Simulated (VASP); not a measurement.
Input of a VASP 6.6.1 run:

File INCAR:

```
SYSTEM = Sn3C5
PREC = Accurate
ENCUT = 520
EDIFF = 1E-6
ISMEAR = 0
SIGMA = 0.1
LREAL = .FALSE.
LASPH = .TRUE.
NELM = 80
ALGO = Normal
ISIF = 2
LWAVE = .FALSE.
LCHARG = .FALSE.
GGA = PE
NBANDS = 41
```

Contents of KPOINTS:

```
regular mesh
0
G
  4 4 4
  0 0 0
```

Contents of POSCAR:

```
Sn3C5
1.0
   -3.2968335000      3.2968335000      3.2968335000
    3.2968335000     -3.2968335000      3.2968335000
    3.2968335000      3.2968335000     -3.2968335000
Sn C
3 5
Direct
    0.0000000000      0.5000000000      0.5000000000
    0.5000000000      0.5000000000      0.0000000000
    0.5000000000      0.0000000000      0.5000000000
    0.0000000000      0.0000000000      0.0000000000
    0.0000000000      0.0000000000      0.5000000000
    0.0000000000      0.5000000000      0.0000000000
    0.5000000000      0.0000000000      0.0000000000
    0.5000000000      0.5000000000      0.5000000000
```

Potentials or basis: VASP PAW PBE potentials, release 64 (Sn_d, C).

Command:

```sh
$ cat potpaw_PBE.64/Sn_d/POTCAR potpaw_PBE.64/C/POTCAR > POTCAR
$ mpirun -np 1 vasp_std > vasp.out
```

(1) What does it give for the pressure?

(2) What does it give for the band gap on the k mesh?

Results:

(1) -16.1 GPa.

(2) zero (band 31 reaches 5.80 eV, above the bottom of band 32 at 4.56 eV).

Caveat: spin-orbit coupling is left out, which moves the levels of the heavy elements.
